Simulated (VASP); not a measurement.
A run of VASP 6.6.1 is set up as follows.

INCAR

```
ALGO     = Normal         # electronic algorithm
EDIFF    = 1E-6           # SCF threshold, eV
ENCUT    = 520            # plane-wave cutoff, eV
GGA      = PE             # functional
ISIF     = 2              # what is computed and relaxed
ISMEAR   = -1             # smearing method
LASPH    = True           # aspherical terms in the spheres
LCHARG   = False          # write CHGCAR
LREAL    = False          # projectors in reciprocal space
LWAVE    = False          # write WAVECAR
NBANDS   = 35             # bands
NELM     = 60             # most SCF steps
PREC     = Accurate       # precision mode
SIGMA    = 0.1            # smearing width, eV
```

Contents of KPOINTS:

```
k-points
0
Gamma
  6 6 6
```

The input POSCAR:

```
Al2O3
1.0
    5.1302230000      0.0000000000      0.0000000000
    2.9215121026      4.2171026860      0.0000000000
    2.9215121026      1.5301442954      3.9297090859
Al O
4 6
Direct
    0.3521600000      0.3521600000      0.3521600000
    0.1478400000      0.1478400000      0.1478400000
    0.6478400000      0.6478400000      0.6478400000
    0.8521600000      0.8521600000      0.8521600000
    0.5566800000      0.9433200000      0.2500000000
    0.2500000000      0.5566800000      0.9433200000
    0.9433200000      0.2500000000      0.5566800000
    0.4433200000      0.0566800000      0.7500000000
    0.7500000000      0.4433200000      0.0566800000
    0.0566800000      0.7500000000      0.4433200000
```

Potentials or basis: VASP PAW PBE potentials, release 64 (Al, O).

Command:

```console
$ cat potpaw_PBE.64/Al/POTCAR potpaw_PBE.64/O/POTCAR > POTCAR
$ mpirun -np 1 vasp_std > vasp.out
```

Question: What does it give for the pressure?

Answer: 7.2 GPa.

Question: Predict the band gap on the k mesh.

Answer: 6.22 eV.

Stress tensor (GPa, compression positive):
```
 6.96 -0.24 -0.16
-0.24  7.29 -0.08
-0.16 -0.08  7.36
```

Caveat: the cell stands under pressure. PBE gaps usually lie below the measured ones, often by a third to a half.
